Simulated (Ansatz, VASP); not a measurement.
# One calculation of Lu, two programs

```
Lu
1.0
     2.83062    0.00000    0.00000
     0.00000    2.83062    0.00000
     0.00000    0.00000    2.83062
Lu
1
Direct
  0.00000 0.00000 0.00000
```

Change from the starting cell: volume scaled by 0.8, LAPW.

Alike in both runs: task single point; functional LDA; k mesh 14 × 14 × 14; occupations fermi-dirac, width 0.08 eV; no spin polarisation.

```csv
,VASP,Ansatz
version,VASP 6.6.1,Ansatz 0.2.0
potentials or method,"VASP PAW PBE potentials, release 64 (Lu), cutoff 520 eV","all-electron LAPW, scalar-relativistic"
```

Ansatz gave:

- pressure (GPa): 11.5

What did VASP give for the same quantities?

Pressure (GPa): 11.6.

VASP's potentials were made for PBE, not for LDA. LDA's correlation is that of Perdew and Zunger in VASP and of Perdew and Wang (1992) in Ansatz. Ansatz ran all-electron here, and VASP with PAW potentials.

Neither program's run includes spin-orbit coupling.
